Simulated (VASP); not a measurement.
Write the native input for VASP 6.6.1 that does the following.

```
Task                   : single point
Functional             : LDA
Potentials or basis    : VASP PAW LDA potentials, release 64 (In_d)
Cutoff                 : 520 eV
k mesh                 : 12 × 12 × 14
Occupations            : fermi-dirac, width 0.05 eV
Spin                   : no spin polarisation
Dipole correction      : no
Further INCAR settings : ALGO = Normal; EDIFF = 1e-06; NBANDS = 12; ISYM = 0
```

The structure of In lies in POSCAR:

```
In
1.0
   -1.6369195191      1.6369195191      2.4903342523
    1.6369195191     -1.6369195191      2.4903342523
    1.6369195191      1.6369195191     -2.4903342523
In
1
Direct
    0.0000000000      0.0000000000      0.0000000000
```

This cell differs from its parent crystal: volume scaled by 1.02.

These files were run (other wordings do the same):

INCAR

```
PREC = Accurate
ENCUT = 520
EDIFF = 1E-6
ISMEAR = -1
SIGMA = 0.05
LREAL = False
LASPH = True
NELM = 100
ALGO = Normal
ISIF = 2
LWAVE = False
LCHARG = False
NBANDS = 12
ISYM = 0
```

KPOINTS

```
Automatic mesh
0
Gamma
  12 12 14
```

Potentials or basis: VASP PAW LDA potentials, release 64 (In_d).

Command:

```console
$ cat potpaw_LDA.64/In_d/POTCAR > POTCAR
$ mpirun -np 1 vasp_std > vasp.out
```

Results of the run:

The pressure is -3.2 GPa.

Run time: 2.1 min on 1 thread of Intel(R) Xeon(R) 6975P-C (Granite Rapids), on a shared host, peak memory 0.39 GiB.
